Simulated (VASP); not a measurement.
# Ge (P6_3/mmc) in VASP: further runs

Runs on Ge. Level: PBE. Tasks: single point.

Program: VASP 6.6.1. These are calculated values, not measurements. Logs are shortened: lines on timing, memory, paths and dates and some standing lists are left out, and cuts for length are marked.

**1. The cell of the first run**

It takes space group P6_3/mmc (No. 194, hexagonal). Conventional cell: a = 3.998 Å, b = 3.998 Å, c = 6.599 Å, α = 90.00°, β = 90.00°, γ = 120.00°. Ge (site symmetry 3m) has 4 Ge at 2.45 to 2.47 Å within 3.2 Å.

This isn't the form of Ge at room conditions, which is diamond.

**2. Single point, PBE**

Input file INCAR:

```
PREC     = Accurate       # precision mode
ENCUT    = 520            # plane-wave cutoff, eV
EDIFF    = 1E-7           # SCF threshold, eV
ISMEAR   = 0              # smearing method
SIGMA    = 0.024          # smearing width, eV
LREAL    = False          # projectors in reciprocal space
LASPH    = True           # aspherical terms in the spheres
NELM     = 60             # most SCF steps
ALGO     = Normal         # electronic algorithm
ISIF     = 2              # what is computed and relaxed
LWAVE    = False          # write WAVECAR
LCHARG   = True           # write CHGCAR
GGA      = PE             # functional
LELF     = True           # ELF
LVHAR    = True         
NBANDS   = 36             # bands
```

Input file KPOINTS:

```
Automatic mesh
0
Gamma
  8 8 4
```

Input file POSCAR:

```
Ge
1.0
    3.9975858431      0.0000000000      0.0000000000
   -1.9987929216      3.4620108940      0.0000000000
    0.0000000000      0.0000000000      6.5993779500
Ge
4
Direct
    0.3333333333      0.6666666667      0.9370987500
    0.6666666667      0.3333333333      0.4370987500
    0.3333333333      0.6666666667      0.5629012500
    0.6666666667      0.3333333333      0.0629012500
```

Potentials or basis: VASP PAW PBE potentials, release 64 (Ge_d).

Run with:

```bash
$ cat potpaw_PBE.64/Ge_d/POTCAR > POTCAR
$ mpirun -np 1 vasp_std > vasp.out
```

OUTCAR:

```text
PREC = Accurate
   ENCUT = 520
   EDIFF = 1E-7
   ISMEAR = 0
   LREAL = False
   LASPH = True
   NELM = 60
   ISIF = 2
   GGA = PE

 ion  position               nearest neighbor table
   1  0.333  0.667  0.937-   4 2.45   4 2.45   4 2.45   3 2.47
   2  0.667  0.333  0.437-   3 2.45   3 2.45   3 2.45   4 2.47
   3  0.333  0.667  0.563-   2 2.45   2 2.45   2 2.45   1 2.47
   4  0.667  0.333  0.063-   1 2.45   1 2.45   1 2.45   2 2.47

  LATTYP: Found a hexagonal cell.
 ALAT       =     3.9975858431
 C/A-ratio  =     1.6508408347

  Lattice vectors:

 A1 = (   3.9975858431,   0.0000000000,   0.0000000000)
 A2 = (  -1.9987929216,   3.4620108940,   0.0000000000)
 A3 = (   0.0000000000,   0.0000000000,   6.5993779500)

Analysis of symmetry for initial positions (statically):
=====================================================================
 Subroutine PRICEL returns:
 Original cell was already a primitive cell.

 Routine SETGRP: Setting up the symmetry group for a
 hexagonal supercell.

 Subroutine GETGRP returns: Found 24 space group operations
 (whereof 12 operations were pure point group operations)
 out of a pool of 24 trial point group operations.

The static configuration has the point symmetry D_3d.
 The point group associated with its full space group is D_6h.

Analysis of symmetry for dynamics (positions and initial velocities):
=====================================================================
 Subroutine PRICEL returns:
 Original cell was already a primitive cell.

 Routine SETGRP: Setting up the symmetry group for a
 hexagonal supercell.

 Subroutine GETGRP returns: Found 24 space group operations
 (whereof 12 operations were pure point group operations)
 out of a pool of 24 trial point group operations.

The dynamic configuration has the point symmetry D_3d.
 The point group associated with its full space group is D_6h.

 Subroutine INISYM returns: Found 24 space group operations
 (whereof 12 operations are pure point group operations),
 and found     1 'primitive' translations

----------------------------------------------------------------------------------------

                                     Primitive cell

  volume of cell :      91.3333

  direct lattice vectors                    reciprocal lattice vectors
     3.997585843  0.000000000  0.000000000     0.250150976  0.144424733  0.000000000
[... 90 lines left out ...]
   EDIFF  = 0.1E-06   stopping-criterion for ELM
   LREAL  =      F    real-space projection
   EDIFFG = 0.1E-05   stopping-criterion for IOM
   NSW    =      0    number of steps for IOM
   IBRION =     -1    ionic relax: 0-MD 1-quasi-New 2-CG
   NFREE  =      0    steps in history (QN), initial steepest desc. (CG)
   ISIF   =      2    stress and relaxation
   ISYM   =      2    0-nonsym 1-usesym 2-fastsym
   POTIM  = 0.5000    time-step for ionic-motion
   TEBEG  =    0.0;   TEEND  =   0.0 temperature during run
   PSTRESS=    0.0 pullay stress
   NELECT =      56.0000    total number of electrons
   NUPDOWN=      -1.0000    fix difference up-down
   EMIN   =  10.00;   EMAX   =-10.00  energy-range for DOS
   EFERMI =   0.00;   METHOD = LEGACY
   ISMEAR =     0;   SIGMA  =   0.02  broadening in eV -4-tet -1-fermi 0-gaus
   EFERMI_NEDOS =   21; number of points for ismear=-14 and -15
   IALGO  =     38    algorithm
   IMIX   =      4    mixing-type and parameters
     AMIX     =   0.40;   BMIX     =  1.00
     AMIX_MAG =   1.60;   BMIX_MAG =  1.00
  volume/ion in A,a.u.               =      22.83       154.09
  Fermi-wavevector in a.u.,A,eV,Ry     =   1.390789  2.628209 26.317650  1.934293
  Thomas-Fermi vector in A             =   2.514690
   LORBIT       =      0    0 simple, 1 ext, 2 COOP (PROOUT), +10 PAW based schemes
   GGA     = PE    functional components
   LHFCALC =     F    Hartree Fock is set to
   AEXX    =    0.0000 exact exchange contribution
   IVDW    =     0    specifies the selected vdW correction
   LEPSILON=     F    determine dielectric tensor
   LRPA    =     F    only Hartree local field effects (RPA)
 non-spin polarized calculation
 Gauss-broadening in eV      SIGMA  =   0.02
  energy-cutoff  :      520.00
  volume of cell :       91.33
 maximum number of plane-waves:      2491
 NGX is ok and might be reduce to    30
   NGX = 15   NGY = 15   NGZ = 25

 number of electron      56.0000053 magnetization

 Free energy of the ion-electron system (eV)
  ---------------------------------------------------
  ext. energy  EPLUGINS =         0.00000000
  ---------------------------------------------------
  free energy    TOTEN  =       -17.95953470 eV

  energy without entropy =      -17.95953443  energy(sigma->0) =      -17.95953456

 E-fermi :   5.0178     XC(G=0):  -9.8793

 val. band max:        4.9591081179   @ k =   0.0000   0.0000   0.0000
 cond. band min:       5.0804575302   @ k =   0.0000   0.0000   0.0000
 fundamental gap:      0.1213494123
 Fermi energy:         5.0178393708

 k-point     1 :       0.0000    0.0000    0.0000
  band No.  band energies     occupation
      1     -19.9305      2.00000
      2     -19.9305      2.00000
      3     -19.8925      2.00000
      4     -19.8925      2.00000
      5     -19.8925      2.00000
      6     -19.8796      2.00000
[... 925 lines left out ...]
     35      12.4274      0.00000
     36      12.4274      0.00000

 [... further k-points ...]

------------------------ aborting loop because EDIFF is reached ----------------------------------------

  FORCE on cell =-STRESS in cart. coord.  units (eV):
  Direction    XX          YY          ZZ          XY          YZ          ZX
  --------------------------------------------------------------------------------------
  -------------------------------------------------------------------------------------
  Total        1.7061792      1.7061792      1.5817122     -0.0000000     -0.0000000     -0.0000000
  in kB       29.9299495     29.9299495     27.7465385     -0.0000000     -0.0000000     -0.0000000
  external PRESSURE =      29.2021458 kB  Pullay stress =       0.0000000 kB

 VOLUME and BASIS-vectors are now :
 -----------------------------------------------------------------------------
  energy-cutoff  :      520.00
  volume of cell :       91.33
      direct lattice vectors                 reciprocal lattice vectors
     3.997585843  0.000000000  0.000000000     0.250150976  0.144424733  0.000000000
    -1.998792922  3.462010894  0.000000000     0.000000000  0.288849467  0.000000000
     0.000000000  0.000000000  6.599377950     0.000000000  0.000000000  0.151529433

 POSITION                                       TOTAL-FORCE (eV/Angst)
 -----------------------------------------------------------------------------------
     -0.00000      2.30801      6.18427        -0.000000     -0.000000     -0.019015
      1.99879      1.15400      2.88458         0.000000      0.000000     -0.019015
     -0.00000      2.30801      3.71480         0.000000     -0.000000      0.019015
      1.99879      1.15400      0.41511         0.000000      0.000000      0.019015
 -----------------------------------------------------------------------------------
    total drift:                               -0.000000      0.000000     -0.000000

  FREE ENERGIE OF THE ION-ELECTRON SYSTEM (eV)
  ---------------------------------------------------
  free  energy   TOTEN  =       -17.9595347011 eV

  energy  without entropy=      -17.9595344259  energy(sigma->0) =      -17.95953456
```

OSZICAR:

```text
N       E                     dE             d eps       ncg     rms          rms(c)
DAV:   1     0.492103361976E+03    0.49210E+03   -0.28376E+04  2516   0.429E+03
DAV:   2     0.676468910427E+02   -0.42446E+03   -0.41396E+03  2160   0.797E+02
DAV:   3    -0.134368944561E+02   -0.81084E+02   -0.79882E+02  2368   0.206E+02
DAV:   4    -0.180411203706E+02   -0.46042E+01   -0.45890E+01  2544   0.570E+01
DAV:   5    -0.181328549682E+02   -0.91735E-01   -0.91708E-01  2440   0.906E+00    0.450E+00
DAV:   6    -0.180176447392E+02    0.11521E+00   -0.64360E-02  2372   0.198E+00    0.266E+00
DAV:   7    -0.179551863410E+02    0.62458E-01   -0.10310E-01  2372   0.222E+00    0.194E-01
DAV:   8    -0.179586615571E+02   -0.34752E-02   -0.12590E-02  2368   0.101E+00    0.859E-02
DAV:   9    -0.179594741198E+02   -0.81256E-03   -0.83792E-04  2360   0.129E-01    0.221E-02
DAV:  10    -0.179595232654E+02   -0.49146E-04   -0.74884E-05  2592   0.817E-02    0.785E-03
DAV:  11    -0.179595337392E+02   -0.10474E-04   -0.22834E-05  2452   0.244E-02    0.311E-03
DAV:  12    -0.179595345839E+02   -0.84464E-06   -0.13880E-06  2444   0.127E-02    0.822E-04
DAV:  13    -0.179595347129E+02   -0.12909E-06   -0.15109E-07  1692   0.216E-03    0.263E-04
DAV:  14    -0.179595347011E+02    0.11798E-07   -0.24566E-08  1568   0.123E-03
   1 F= -.17959535E+02 E0= -.17959535E+02  d E =-.275202E-06
```

Run time: 39 s. Hardware: 1 thread of Intel Xeon 6975P-C (Granite Rapids), shared host; peak memory 0.23 GiB.

What came out:

* Free energy: -17.9595 eV
* Pressure: 2.9 GPa
* Largest force: 0.019 eV/Å
* Band gap on the k mesh: 0.12 eV

Forces in eV/Å, atoms in the order of the input:
```
Ge   0.000  0.000 -0.019
Ge   0.000  0.000 -0.019
Ge   0.000  0.000  0.019
Ge   0.000  0.000  0.019
```

A k mesh can miss the band edges.

**3. Single point, PBE**

Input file INCAR:

```
PREC     = Accurate       # precision mode
ENCUT    = 520            # plane-wave cutoff, eV
EDIFF    = 1E-6           # SCF threshold, eV
ISMEAR   = 0              # smearing method
SIGMA    = 0.025          # smearing width, eV
LREAL    = F              # projectors in reciprocal space
LASPH    = T              # aspherical terms in the spheres
NELM     = 80             # most SCF steps
ALGO     = Normal         # electronic algorithm
ISIF     = 2              # what is computed and relaxed
LWAVE    = F              # write WAVECAR
LCHARG   = T              # write CHGCAR
GGA      = PE             # functional
LELF     = T              # ELF
LVHAR    = T            
NBANDS   = 36             # bands
```

KPOINTS is that of step 2.

POSCAR is that of step 2.

Potentials or basis: VASP PAW PBE potentials, release 64 (Ge_d).

Run with:

```bash
$ cat potpaw_PBE.64/Ge_d/POTCAR > POTCAR
$ mpirun -np 1 vasp_std > vasp.out
```

Wall time 40 s (1 thread of Intel Xeon 6975P-C (Granite Rapids), shared host); peak memory 0.23 GiB.

The run converged. Its results:

| Item | Value |
| --- | --- |
| Free energy | -17.9595 eV |
| Pressure | 2.9 GPa |
| Largest force | 0.019 eV/Å |
| Band gap on the k mesh | 0.12 eV |

Forces on the atoms (eV/Å):
```
Ge   0.000  0.000 -0.019
Ge   0.000  0.000 -0.019
Ge   0.000  0.000  0.019
Ge   0.000  0.000  0.019
```

Stress tensor (GPa, compression positive):
```
2.95 0.00 0.00
0.00 2.95 0.00
0.00 0.00 2.72
```

Levels at points of the mesh, in eV from the valence-band top:
| k point | band 24 | band 25 | band 26 | band 27 | band 28 | band 29 | band 30 | band 31 | band 32 | band 33 |
| --- | --- | --- | --- | --- | --- | --- | --- | --- | --- | --- |
| (0.00, 0.00, 0.00) | -1.48 | -1.48 | -0.15 | -0.07 | 0.00 | 0.12 | 0.12 | 2.27 | 2.27 | 2.76 |
| (0.50, 0.00, 0.00) | -6.74 | -4.57 | -3.06 | -2.80 | -1.44 | 0.55 | 1.66 | 3.58 | 3.72 | 4.33 |
| (0.00, 0.00, 0.50) | -4.80 | -0.85 | -0.85 | -0.85 | -0.85 | 0.70 | 0.70 | 3.38 | 3.38 | 3.38 |
| (0.50, 0.00, 0.50) | -7.86 | -2.54 | -2.54 | -2.40 | -2.40 | 0.54 | 0.54 | 2.13 | 2.13 | 6.12 |

A k mesh can miss the band edges.
